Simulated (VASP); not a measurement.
Runs of VASP 6.6.1 on InSb. The structure is that of space group P4/mmm (No. 123), or close to it. The cells are those of the table. 

| cell | gap on the mesh (eV) | pressure (GPa) |
| --- | --- | --- |
| a = 3.182, b = 3.182, c = 5.327 Å, 2 atoms | none | (a) |
| a = 2.865, b = 2.865, c = 6.300 Å, 2 atoms | none | 6.7 |
| a = 3.087, b = 3.087, c = 5.660 Å, 2 atoms | none | 3.1 |
| a = 2.779, b = 2.779, c = 6.694 Å, 2 atoms | none | 10.2 |
| a = 2.906, b = 2.906, c = 6.390 Å, 2 atoms | none | 3.5 |
| a = 3.138, b = 3.138, c = 5.252 Å, 2 atoms | none | 9.8 |
| a = 2.953, b = 2.953, c = 5.929 Å, 2 atoms | none | (b) |
| a = 2.995, b = 2.995, c = 6.014 Å, 2 atoms | none | 2.4 |

Alike in all rows: task single point; level PBEsol; potentials or basis VASP PAW PBE potentials, release 64 (In_d, Sb); no spin polarisation; k mesh 16 × 16 × 8; cutoff (eV) 500; smearing gaussian 0.15 eV.

**Question.** Estimate the missing entries.

**Answer.** (a) 6.3; (b) 5.3.

Caveats: the PAW data sets were made with another functional, which shifts forces and pressure a little; spin-orbit coupling is left out, which moves the levels of the heavy elements; the cell stands under pressure (at least some runs).

A k mesh can miss the band edges, and the runs leave out spin-orbit coupling on In, Sb.

A gap of «none» marks levels without a gap at the run's occupations.
